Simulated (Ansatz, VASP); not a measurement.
Two plane-wave programs on C

Contents of INCAR:

```
SYSTEM = C
PREC     = Accurate       ! precision mode
ENCUT    = 520            ! plane-wave cutoff, eV
EDIFF    = 1E-7           ! SCF threshold, eV
ISMEAR   = 0              ! smearing method
SIGMA    = 0.02           ! smearing width, eV
LREAL    = .FALSE.        ! projectors in reciprocal space
LASPH    = .TRUE.         ! aspherical terms in the spheres
NELM     = 120            ! most SCF steps
ALGO     = Normal         ! electronic algorithm
ISIF     = 2              ! what is computed and relaxed
LWAVE    = .FALSE.        ! write WAVECAR
LCHARG   = .FALSE.        ! write CHGCAR
GGA      = PS             ! functional
IBRION   = 2              ! ionic algorithm
NSW      = 80             ! ionic steps
EDIFFG   = -0.004         ! ionic threshold
GGA_COMPAT= .FALSE.      
NELMIN   = 4
```

The input KPOINTS:

```
regular mesh
0
G
  12 12 12
  0 0 0
```

POSCAR

```
C
1.0
    0.0000000000      1.7835000000      1.7835000000
    1.7835000000      0.0000000000      1.7835000000
    1.7835000000      1.7835000000      0.0000000000
C
2
Direct
    0.0000000000      0.0000000000      0.0000000000
    0.2500000000      0.2500000000      0.2500000000
```

Input for Ansatz:

```yaml
crystal:
  lattice:
    - [0.0, 1.7835, 1.7835]
    - [1.7835, 0.0, 1.7835]
    - [1.7835, 1.7835, 0.0]
  atoms:
    - { symbol: C, position: [0.0, 0.0, 0.0] }
    - { symbol: C, position: [0.25, 0.25, 0.25] }
basis:
  ecutwfc: 420
kpoints:
  mp_grid: { grid: [12, 12, 12] }
hamiltonian:
  xc: pbesol
  pseudopotentials: { kind: paw, azcp: { folder: soft_1 } }
scf:
  occupations: { method: gaussian, width: 0.02 }
output:
  forces: true
  stress: true
  eigenvalues: true
relax:
  adjacent_minimum: "off"
  f_tol: 0.004
  max_steps: 60
```

Alike in both runs: task relaxation of the atoms; functional PBEsol; k mesh 12 × 12 × 12; occupations gaussian, width 0.02 eV; no spin polarisation.

|  | VASP | Ansatz |
| --- | --- | --- |
| version | VASP 6.6.1 | Ansatz 0.2.0 |
| potentials or method | VASP PAW PBE potentials, release 64 (C), cutoff 520 eV | scalar-relativistic, plane waves, PAW |
| valence electrons in the cell | 8 | 8 |

VASP gave:

| Quantity | Value |
| --- | --- |
| gap on the k mesh at the Fermi level, each at its own relaxed structure (eV) | 4.03 |

Q: Estimate Ansatz's values.

A: gap on the k mesh at the Fermi level, each at its own relaxed structure (eV): 4.04.

VASP's potentials were made for PBE, not for PBEsol, and Ansatz warns of the same on its side. Ansatz's warnings: stress scf threshold loose.

Noted on VASP's run: the relaxation stopped at its first step, so nothing moved.
